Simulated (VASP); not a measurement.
# AlB3P4 (I-42m) in VASP: notebook

AlB3P4 is run at these levels: PBE; tasks: single point, relaxation of cell and atoms.

Everything below comes from runs of VASP 6.6.1. Logs are shortened: lines on timing, memory, paths and dates and some standing lists are left out, and cuts for length are marked.

## (1) The cell of the first run

The structure is tetragonal, space group I-42m (No. 121). The conventional cell has a = 4.810 Å, b = 4.810 Å, c = 9.561 Å, α = 90.00°, β = 90.00°, γ = 90.00°. Al (site symmetry -42m) has 4 P at 2.28 Å within 3.0 Å. Within 2.6 Å of B (site symmetry -42m) lie 4 P at 1.99 Å. B (site symmetry -4) has 4 P at 2.04 Å within 2.7 Å. Within 2.6 Å of P (site symmetry m) lie 3 B at 1.99 to 2.04 Å and 1 Al at 2.28 Å.

## (2) Single point, PBE

The input, INCAR:

```
SYSTEM = AlB3P4
PREC = Accurate
ENCUT = 520
EDIFF = 1E-7
ISMEAR = 0
SIGMA = 0.1
LREAL = .FALSE.
LASPH = .TRUE.
NELM = 100
ALGO = Normal
ISIF = 2
LWAVE = .FALSE.
LCHARG = .FALSE.
GGA = PE
NBANDS = 26
```

The input, KPOINTS:

```
regular mesh
0
G
  6 6 6
  0 0 0
```

The input, POSCAR:

```
AlB3P4
1.0
   -2.4050635034      2.4050635034      4.7807233450
    2.4050635034     -2.4050635034      4.7807233450
    2.4050635034      2.4050635034     -4.7807233450
Al B P
1 3 4
Direct
    0.5000000000      0.5000000000      0.0000000000
    0.0000000000      0.0000000000      0.0000000000
    0.7500000000      0.2500000000      0.5000000000
    0.2500000000      0.7500000000      0.5000000000
    0.3573149807      0.3573149807      0.4455054595
    0.0881904788      0.6426850193      0.0000000000
    0.9118095212      0.9118095212      0.5544945405
    0.6426850193      0.0881904788      0.0000000000
```

Potentials or basis: VASP PAW PBE potentials, release 64 (Al, B, P).

The run is started by

```console
> cat potpaw_PBE.64/Al/POTCAR potpaw_PBE.64/B/POTCAR potpaw_PBE.64/P/POTCAR > POTCAR
> mpirun -np 1 vasp_std > vasp.out
```

OUTCAR:

```text
SYSTEM = AlB3P4
   PREC = Accurate
   ENCUT = 520
   EDIFF = 1E-7
   ISMEAR = 0
   LREAL = .FALSE.
   LASPH = .TRUE.
   NELM = 100
   ISIF = 2
   GGA = PE

 ion  position               nearest neighbor table
   1  0.500  0.500  0.000-   7 2.28   6 2.28   8 2.28   5 2.28
   2  0.000  0.000  0.000-   5 1.99   6 1.99   7 1.99   8 1.99
   3  0.750  0.250  0.500-   5 2.04   6 2.04   7 2.04   8 2.04
   4  0.250  0.750  0.500-   5 2.04   7 2.04   8 2.04   6 2.04
   5  0.357  0.357  0.446-   2 1.99   3 2.04   4 2.04   1 2.28
   6  0.088  0.643  0.000-   2 1.99   4 2.04   3 2.04   1 2.28
   7  0.912  0.912  0.554-   2 1.99   3 2.04   4 2.04   1 2.28
   8  0.643  0.088  0.000-   2 1.99   3 2.04   4 2.04   1 2.28

  LATTYP: Found a body centered tetragonal cell.
 ALAT       =     4.8101270068
 C/A-ratio  =     1.9877742680

  Lattice vectors:

 A1 = (  -2.4050635034,   2.4050635034,   4.7807233450)
 A2 = (   2.4050635034,  -2.4050635034,   4.7807233450)
 A3 = (   2.4050635034,   2.4050635034,  -4.7807233450)

Analysis of symmetry for initial positions (statically):
=====================================================================
 Subroutine PRICEL returns:
 Original cell was already a primitive cell.

 Routine SETGRP: Setting up the symmetry group for a
 body centered tetragonal supercell.

 Subroutine GETGRP returns: Found  8 space group operations
 (whereof  8 operations were pure point group operations)
 out of a pool of 16 trial point group operations.

The static configuration has the point symmetry D_2d.

Analysis of symmetry for dynamics (positions and initial velocities):
=====================================================================
 Subroutine PRICEL returns:
 Original cell was already a primitive cell.

 Routine SETGRP: Setting up the symmetry group for a
 body centered tetragonal supercell.

 Subroutine GETGRP returns: Found  8 space group operations
 (whereof  8 operations were pure point group operations)
 out of a pool of 16 trial point group operations.

The dynamic configuration has the point symmetry D_2d.

 Subroutine INISYM returns: Found  8 space group operations
 (whereof  8 operations are pure point group operations),
 and found     1 'primitive' translations

----------------------------------------------------------------------------------------

                                     Primitive cell

  volume of cell :     110.6131

  direct lattice vectors                    reciprocal lattice vectors
    -2.405063503  2.405063503  4.780723345     0.000000000  0.207894718  0.104586684
     2.405063503 -2.405063503  4.780723345     0.207894718  0.000000000  0.104586684
     2.405063503  2.405063503 -4.780723345     0.207894718  0.207894718  0.000000000

  length of vectors
     5.867194953  5.867194953  5.867194953     0.232719978  0.232719978  0.294007530

  position of ions in fractional coordinates (direct lattice)
     0.500000000  0.500000000  0.000000000
     0.000000000  0.000000000  0.000000000
     0.750000000  0.250000000  0.500000000
     0.250000000  0.750000000  0.500000000
     0.357314981  0.357314981  0.445505459
     0.088190479  0.642685019  0.000000000
     0.911809521  0.911809521  0.554494541
     0.642685019  0.088190479  0.000000000

  ion indices of the primitive-cell ions
   primitive index   ion index
                 1           1
                 2           2
                 3           3
                 4           4
                 5           5
                 6           6
                 7           7
                 8           8

----------------------------------------------------------------------------------------

 KPOINTS: regular mesh

Automatic generation of k-mesh.
 Grid dimensions read from file:
 generate k-points for:    6    6    6

 Generating k-lattice:

  Cartesian coordinates                     Fractional coordinates (reciprocal lattice)
     0.000000000  0.034649120  0.017431114     0.166666667 -0.000000000  0.000000000
     0.034649120  0.000000000  0.017431114    -0.000000000  0.166666667  0.000000000
     0.034649120  0.034649120  0.000000000     0.000000000  0.000000000  0.166666667

  Length of vectors
     0.038786663  0.038786663  0.049001255

  Shift w.r.t. Gamma in fractional coordinates (k-lattice)
     0.000000000  0.000000000  0.000000000

 Subroutine IBZKPT returns following result:
 ===========================================

 Found     30 irreducible k-points:

 Following reciprocal coordinates:
            Coordinates               Weight
  0.000000  0.000000  0.000000      1.000000
  0.166667 -0.000000  0.000000      8.000000
  0.333333 -0.000000  0.000000      8.000000
  0.500000 -0.000000  0.000000      4.000000
  0.166667  0.166667  0.000000      8.000000
  0.333333  0.166667  0.000000     16.000000
[... 16 lines left out ...]
 -0.333333 -0.333333  0.166667      8.000000
 -0.166667 -0.333333  0.166667      8.000000
 [... further k-points ...]
   k-points           NKPTS =     30   k-points in BZ     NKDIM =     30   number of bands    NBANDS=     26
   number of dos      NEDOS =    301   number of ions     NIONS =      8
   total plane-waves  NPLWV = 110592
   dimension x,y,z NGX =    48 NGY =   48 NGZ =   48
   dimension x,y,z NGXF=    96 NGYF=   96 NGZF=   96
   ions per type =               1   3   4
   NGX,Y,Z   is equivalent  to a cutoff of  13.60, 13.60, 13.60 a.u.
   NGXF,Y,Z  is equivalent  to a cutoff of  27.20, 27.20, 27.20 a.u.
 SYSTEM =  AlB3P4
   PREC   = accura    normal or accurate (medium, high low for compatibility)
   ISTART =      0    job   : 0-new  1-cont  2-samecut
   ICHARG =      2    charge: 1-file 2-atom 10-const
   ISPIN  =      1    spin polarized calculation?
   LNONCOLLINEAR =      F non collinear calculations
   LSORBIT =      F    spin-orbit coupling
   LASPH  =      T    aspherical Exc in radial PAW
   ENCUT  =  520.0 eV  38.22 Ry    6.18 a.u.  10.91 10.91 10.91*2*pi/ulx,y,z
   NELM   =    100;   NELMIN=  2; NELMDL= -5     # of ELM steps
   EDIFF  = 0.1E-06   stopping-criterion for ELM
   LREAL  =      F    real-space projection
   EDIFFG = 0.1E-05   stopping-criterion for IOM
   NSW    =      0    number of steps for IOM
   IBRION =     -1    ionic relax: 0-MD 1-quasi-New 2-CG
   NFREE  =      0    steps in history (QN), initial steepest desc. (CG)
   ISIF   =      2    stress and relaxation
   ISYM   =      2    0-nonsym 1-usesym 2-fastsym
   POTIM  = 0.5000    time-step for ionic-motion
   TEBEG  =    0.0;   TEEND  =   0.0 temperature during run
   PSTRESS=    0.0 pullay stress
   NELECT =      32.0000    total number of electrons
   NUPDOWN=      -1.0000    fix difference up-down
   EMIN   =  10.00;   EMAX   =-10.00  energy-range for DOS
   EFERMI =   0.00;   METHOD = LEGACY
   ISMEAR =     0;   SIGMA  =   0.10  broadening in eV -4-tet -1-fermi 0-gaus
   EFERMI_NEDOS =   21; number of points for ismear=-14 and -15
   IALGO  =     38    algorithm
   IMIX   =      4    mixing-type and parameters
     AMIX     =   0.40;   BMIX     =  1.00
     AMIX_MAG =   1.60;   BMIX_MAG =  1.00
  volume/ion in A,a.u.               =      13.83        93.31
  Fermi-wavevector in a.u.,A,eV,Ry     =   1.082736  2.046074 15.950345  1.172317
  Thomas-Fermi vector in A             =   2.218785
   LORBIT       =      0    0 simple, 1 ext, 2 COOP (PROOUT), +10 PAW based schemes
   GGA     = PE    functional components
   LHFCALC =     F    Hartree Fock is set to
   AEXX    =    0.0000 exact exchange contribution
   IVDW    =     0    specifies the selected vdW correction
   LEPSILON=     F    determine dielectric tensor
   LRPA    =     F    only Hartree local field effects (RPA)
 non-spin polarized calculation
 Gauss-broadening in eV      SIGMA  =   0.10
  energy-cutoff  :      520.00
  volume of cell :      110.61
 maximum number of plane-waves:      3008
 NGX is ok and might be reduce to    48
   NGX = 21   NGY = 21   NGZ = 21

 number of electron      32.0000000 magnetization

 Free energy of the ion-electron system (eV)
  ---------------------------------------------------
  ext. energy  EPLUGINS =         0.00000000
  ---------------------------------------------------
  free energy    TOTEN  =       -47.60409652 eV

  energy without entropy =      -47.60409652  energy(sigma->0) =      -47.60409652

 E-fermi :   7.1808     XC(G=0): -10.3624

 val. band max:        6.7433360251   @ k =   0.0000   0.0000   0.0000
 cond. band min:       7.6812001584   @ k =   0.0000   0.0000   0.0000
 fundamental gap:      0.9378641333
 Fermi energy:         7.1807567186

 k-point     1 :       0.0000    0.0000    0.0000
  band No.  band energies     occupation
      1      -7.7922      2.00000
      2      -3.7369      2.00000
      3      -3.4645      2.00000
      4      -3.4645      2.00000
      5      -1.7560      2.00000
      6      -1.3547      2.00000
[... 18 lines left out ...]
     25      12.2790      0.00000
     26      12.6560      0.00000

 k-point     2 :       0.1667   -0.0000    0.0000
  band No.  band energies     occupation
      1      -7.6151      2.00000
      2      -4.1027      2.00000
      3      -3.7515      2.00000
      4      -3.6582      2.00000
      5      -1.4391      2.00000
      6      -1.0382      2.00000
[... 18 lines left out ...]
     25      12.6202      0.00000
     26      12.9417      0.00000

 k-point     3 :       0.3333   -0.0000    0.0000
  band No.  band energies     occupation
      1      -7.0994      2.00000
      2      -5.1147      2.00000
      3      -4.0405      2.00000
      4      -3.9164      2.00000
      5      -1.0977      2.00000
      6      -0.2769      2.00000
[... 572 lines left out ...]
 k-point    23 :      -0.3333   -0.3333    0.1667
  band No.  band energies     occupation
      1      -6.9694      2.00000
      2      -5.3441      2.00000
      3      -4.2605      2.00000
      4      -4.0324      2.00000
      5      -0.7791      2.00000
      6      -0.2737      2.00000
[... 18 lines left out ...]
     25      11.7767      0.00000
     26      13.6582      0.00000

 k-point    24 :      -0.1667   -0.3333    0.1667
  band No.  band energies     occupation
      1      -7.3377      2.00000
      2      -4.9311      2.00000
      3      -4.0988      2.00000
      4      -3.5930      2.00000
      5      -1.1896      2.00000
      6      -0.4911      2.00000
[... 18 lines left out ...]
     25      11.4948      0.00000
     26      13.4625      0.00000

 [... further k-points ...]
[... 5 lines left out ...]
  --------------------------------------------------------------------------------------
  -------------------------------------------------------------------------------------
  Total       -0.1522442     -0.1522442     -0.1527354      0.0000000      0.0000000      0.0000000
  in kB       -2.2051826     -2.2051826     -2.2122979      0.0000000      0.0000000      0.0000000
  external PRESSURE =      -2.2075544 kB  Pullay stress =       0.0000000 kB

 VOLUME and BASIS-vectors are now :
 -----------------------------------------------------------------------------
  energy-cutoff  :      520.00
  volume of cell :      110.61
      direct lattice vectors                 reciprocal lattice vectors
    -2.405063503  2.405063503  4.780723345     0.000000000  0.207894718  0.104586684
     2.405063503 -2.405063503  4.780723345     0.207894718  0.000000000  0.104586684
     2.405063503  2.405063503 -4.780723345     0.207894718  0.207894718  0.000000000

 POSITION                                       TOTAL-FORCE (eV/Angst)
 -----------------------------------------------------------------------------------
      0.00000      0.00000      4.78072         0.000000      0.000000      0.000000
      0.00000      0.00000      0.00000        -0.000000      0.000000      0.000000
      0.00000      2.40506      2.39036         0.000000      0.000000      0.000000
      2.40506      0.00000      2.39036        -0.000000     -0.000000     -0.000000
      1.07147      1.07147      1.28661         0.003191      0.003191     -0.004869
      1.33359     -1.33359      3.49411        -0.003191      0.003191      0.004869
      1.33359      1.33359      6.06733        -0.003191     -0.003191     -0.004869
     -1.33359      1.33359      3.49411         0.003191     -0.003191      0.004869
 -----------------------------------------------------------------------------------
    total drift:                               -0.000000     -0.000000     -0.000000

  FREE ENERGIE OF THE ION-ELECTRON SYSTEM (eV)
  ---------------------------------------------------
  free  energy   TOTEN  =       -47.6040965204 eV

  energy  without entropy=      -47.6040965204  energy(sigma->0) =      -47.60409652
```

It took 3.7 min on 1 thread of Intel Xeon 8259CL, shared host; peak memory 0.33 GiB.

What came out:

| Item | Value |
| --- | --- |
| Free energy | -47.6041 eV |
| Pressure | -0.2 GPa |
| Largest force | 0.007 eV/Å |
| Band gap on the k mesh | 0.94 eV |

Forces in eV/Å, atoms in the order of the input:
```
Al   0.000  0.000  0.000
B    0.000  0.000  0.000
B    0.000  0.000  0.000
B    0.000  0.000  0.000
P    0.003  0.003 -0.005
P   -0.003  0.003  0.005
P   -0.003 -0.003 -0.005
P    0.003 -0.003  0.005
```

A k mesh can miss the band edges.

## (3) Single point, PBE

This run uses another cell than the first one, of 14.86 Å³/atom.

The input, INCAR:

```
SYSTEM = AlB3P4
  ALGO = Normal
  EDIFF = 1E-6
  ENCUT = 520
  GGA = PE
  ISIF = 2
  ISMEAR = 0
  LASPH = .True.
  LCHARG = .False.
  LREAL = .False.
  LWAVE = .False.
  NBANDS = 26
  NELM = 100
  PREC = Accurate
  SIGMA = 0.1
```

The input, KPOINTS:

```
k-points
0
Gamma
  6 6 6
  0 0 0
```

The input, POSCAR:

```
AlB3P4
1.0
   -2.4587013800      2.4587013800      4.9174027600
    2.4587013800     -2.4587013800      4.9174027600
    2.4587013800      2.4587013800     -4.9174027600
Al B P
1 3 4
Direct
    0.5000000000      0.5000000000      0.0000000000
    0.0000000000      0.0000000000      0.0000000000
    0.7500000000      0.2500000000      0.5000000000
    0.2500000000      0.7500000000      0.5000000000
    0.3750000000      0.3750000000      0.5000000000
    0.1250000000      0.6250000000      0.0000000000
    0.8750000000      0.8750000000      0.5000000000
    0.6250000000      0.1250000000      0.0000000000
```

Potentials or basis: VASP PAW PBE potentials, release 64 (Al, B, P).

The run is started by

```console
> cat potpaw_PBE.64/Al/POTCAR potpaw_PBE.64/B/POTCAR potpaw_PBE.64/P/POTCAR > POTCAR
> mpirun -np 1 vasp_std > vasp.out
```

OUTCAR:

```text
SYSTEM = AlB3P4
   EDIFF = 1E-6
   ENCUT = 520
   GGA = PE
   ISIF = 2
   ISMEAR = 0
   LASPH = .True.
   LREAL = .False.
   NELM = 100
   PREC = Accurate

 ion  position               nearest neighbor table
   1  0.500  0.500  0.000-   6 2.13   7 2.13   8 2.13   5 2.13
   2  0.000  0.000  0.000-   5 2.13   6 2.13   8 2.13   7 2.13
   3  0.750  0.250  0.500-   5 2.13   6 2.13   7 2.13   8 2.13
   4  0.250  0.750  0.500-   5 2.13   7 2.13   8 2.13   6 2.13
   5  0.375  0.375  0.500-   1 2.13   3 2.13   4 2.13   2 2.13
   6  0.125  0.625  0.000-   1 2.13   2 2.13   4 2.13   3 2.13
   7  0.875  0.875  0.500-   2 2.13   3 2.13   4 2.13   1 2.13
   8  0.625  0.125  0.000-   1 2.13   2 2.13   3 2.13   4 2.13

  LATTYP: Found a body centered tetragonal cell.
 ALAT       =     4.9174027600
 C/A-ratio  =     2.0000000000

  Lattice vectors:

 A1 = (  -2.4587013800,   2.4587013800,   4.9174027600)
 A2 = (   2.4587013800,  -2.4587013800,   4.9174027600)
 A3 = (   2.4587013800,   2.4587013800,  -4.9174027600)

Analysis of symmetry for initial positions (statically):
[... 187 lines left out ...]

 val. band max:        5.6862902186   @ k =   0.0000   0.0000   0.0000
 cond. band min:       6.8069560841   @ k =   0.5000   0.5000   0.5000
 fundamental gap:      1.1206658656
 Fermi energy:         6.1253224150

 k-point     1 :       0.0000    0.0000    0.0000
  band No.  band energies     occupation
      1      -7.9119      2.00000
      2      -4.2697      2.00000
      3      -4.1405      2.00000
      4      -4.1405      2.00000
      5      -1.7594      2.00000
      6      -1.4908      2.00000
[... 685 lines left out ...]
     25      10.5313      0.00000
     26      12.1293      0.00000

 [... further k-points ...]
[... 5 lines left out ...]
  --------------------------------------------------------------------------------------
  -------------------------------------------------------------------------------------
  Total       -2.2121195     -2.2121195     -2.2352179      0.0000000      0.0000000      0.0000000
  in kB      -29.8065574    -29.8065574    -30.1177903      0.0000000      0.0000000      0.0000000
  external PRESSURE =     -29.9103017 kB  Pullay stress =       0.0000000 kB

 VOLUME and BASIS-vectors are now :
 -----------------------------------------------------------------------------
  energy-cutoff  :      520.00
  volume of cell :      118.91
      direct lattice vectors                 reciprocal lattice vectors
    -2.458701380  2.458701380  4.917402760     0.000000000  0.203359385  0.101679692
     2.458701380 -2.458701380  4.917402760     0.203359385  0.000000000  0.101679692
     2.458701380  2.458701380 -4.917402760     0.203359385  0.203359385  0.000000000

 POSITION                                       TOTAL-FORCE (eV/Angst)
 -----------------------------------------------------------------------------------
      0.00000      0.00000      4.91740         0.000000      0.000000      0.000000
      0.00000      0.00000      0.00000        -0.000000      0.000000     -0.000000
      0.00000      2.45870      2.45870         0.000000      0.000000      0.000000
      2.45870      0.00000      2.45870         0.000000      0.000000      0.000000
      1.22935      1.22935      1.22935        -2.738615     -2.738615      2.628153
      1.22935     -1.22935      3.68805         2.738615     -2.738615     -2.628153
      1.22935      1.22935      6.14675         2.738615      2.738615      2.628153
     -1.22935      1.22935      3.68805        -2.738615      2.738615     -2.628153
 -----------------------------------------------------------------------------------
    total drift:                                0.000000      0.000000      0.000000

  FREE ENERGIE OF THE ION-ELECTRON SYSTEM (eV)
  ---------------------------------------------------
  free  energy   TOTEN  =       -45.6225645460 eV

  energy  without entropy=      -45.6225645460  energy(sigma->0) =      -45.62256455
```

stdout:

```text
POSCAR found type information on POSCAR AlB P
 POSCAR found :  3 types and       8 ions
 scaLAPACK will be used
 LDA part: xc-table for (Slater+PW92), standard interpolation
 POSCAR, INCAR and KPOINTS ok, starting setup
 FFT: planning ... GRIDC
 FFT: planning ... GRID_SOFT
 FFT: planning ... GRID
 WAVECAR not read
 entering main loop
```

Run time: 3.9 min. Hardware: 1 thread of Intel Xeon 8259CL, shared host; peak memory 0.35 GiB.

Results:

```
Free energy            : -45.6226 eV
Pressure               : -3.0 GPa
Largest force          : 4.681 eV/Å
Band gap on the k mesh : 1.12 eV (least direct gap 1.49 eV)
```

Forces on the atoms (eV/Å):
```
Al   0.000  0.000  0.000
B    0.000  0.000  0.000
B    0.000  0.000  0.000
B    0.000  0.000  0.000
P   -2.739 -2.739  2.628
P    2.739 -2.739 -2.628
P    2.739  2.739  2.628
P   -2.739  2.739 -2.628
```

Caveat: forces of over 1 eV/Å act on the atoms, so gaps and moduli don't describe the material at rest. A k mesh can miss the band edges.

(Part 1 of 2 ends here.)
